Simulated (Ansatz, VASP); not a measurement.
## One calculation of Te, two programs

INCAR

```
ALGO = Normal
EDIFF = 1E-7
ENCUT = 520
GGA = PS
ISIF = 2
ISMEAR = -1
LASPH = T
LCHARG = F
LREAL = F
LWAVE = F
NBANDS = 16
NELM = 80
PREC = Accurate
SIGMA = 0.05
```

File KPOINTS:

```
k-points
0
Gamma
  7 7 5
```

Contents of POSCAR:

```
Te
1.0
    3.7946491296     -2.1337846985      0.0000000000
    3.7946491296      2.1337846985      0.0000000000
   -0.0936580236      0.0000000000      5.9359814536
Te
3
Direct
    0.0000000000      0.0000000000      0.0000000000
    0.3094466100      0.3094466100      0.3388094900
    0.6905533900      0.6905533900      0.6611905100
```

File input.yaml:

```yaml
crystal:
  lattice:
    - [3.7946491296, -2.1337846985, 0.0]
    - [3.7946491296, 2.1337846985, 0.0]
    - [-0.0936580236, 0.0, 5.9359814536]
  atoms:
    - { symbol: Te, position: [0.0, 0.0, 0.0] }
    - { symbol: Te, position: [0.30944661, 0.30944661, 0.33880949] }
    - { symbol: Te, position: [0.69055339, 0.69055339, 0.66119051] }
kpoints:
  mp_grid: { grid: [7, 7, 5] }
scf:
  occupations: { method: fermi_dirac, width: 0.05 }
hamiltonian:
  xc: pbesol
  pseudopotentials: { kind: all_electron, lapw: { basis_error: 0.001 } }
output:
  forces: true
  stress: true
  eigenvalues: true
```

Change from the starting cell: volume scaled by 0.98.

Alike in both runs: task single point; functional PBEsol; k mesh 7 × 7 × 5; occupations fermi-dirac, width 0.05 eV; no spin polarisation.

|  | VASP | Ansatz |
| --- | --- | --- |
| version | VASP 6.6.1 | Ansatz 0.2.0 |
| potentials or method | VASP PAW PBE potentials, release 64 (Te), cutoff 520 eV | all-electron LAPW, scalar-relativistic |

Ansatz gave:

- pressure (GPa): -0.9
- traceless stress, the component that is largest in VASP (GPa): -0.13
- rms of the force components (eV/Å): 0.067

Q: What did VASP give for the same quantities?

A: Pressure (GPa): -0.8; traceless stress, the component that is largest in VASP (GPa): -0.15; rms of the force components (eV/Å): 0.074.

VASP's potentials were made for PBE, not for PBEsol. Atom by atom the forces differ by 0.007 eV/Å (rms over components). Ansatz ran all-electron here, and VASP with PAW potentials.

Neither program's run includes spin-orbit coupling.
